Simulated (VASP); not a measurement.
Input of a VASP 6.6.1 run:

The input INCAR:

```
SYSTEM = ZnO
PREC = Accurate
ENCUT = 600
EDIFF = 1E-6
ISMEAR = 0
SIGMA = 0.05
LREAL = .FALSE.
LASPH = .TRUE.
NELM = 80
ALGO = Normal
ISIF = 4
LWAVE = .FALSE.
LCHARG = .FALSE.
GGA = RE
IVDW = 12
IBRION = 2
NSW = 60
EDIFFG = -0.01
```

KPOINTS

```
Automatic mesh
0
G
  8 8 6
  0 0 0
```

Contents of POSCAR:

```
ZnO
1.0
    3.2140627036      0.0000000000      0.0000000000
   -1.6070313518      2.7834599506      0.0000000000
    0.0000000000      0.0000000000      5.1873844124
Zn O
2 2
Direct
    0.3333333333      0.6666666667      0.0015378783
    0.6666666667      0.3333333333      0.5015378783
    0.3333333333      0.6666666667      0.3805621217
    0.6666666667      0.3333333333      0.8805621217
```

Potentials or basis: VASP PAW PBE potentials, release 64 (Zn, O).

Launch:

```console
$ cat potpaw_PBE.64/Zn/POTCAR potpaw_PBE.64/O/POTCAR > POTCAR
$ mpirun -np 1 vasp_std > vasp.out
```

Task: Estimate the band gap on the k mesh.

Result: 0.88 eV, direct.

Task: What does it give for the dispersion energy per atom?

Result: -0.453 eV.

Forces on the atoms (eV/Å):
```
Zn   0.000  0.000  0.005
Zn   0.000  0.000  0.005
O    0.000  0.000 -0.005
O    0.000  0.000 -0.005
```

Caveat: the relaxation stopped at its first step, so nothing moved; the PAW data sets were made with another functional, which shifts forces and pressure a little.
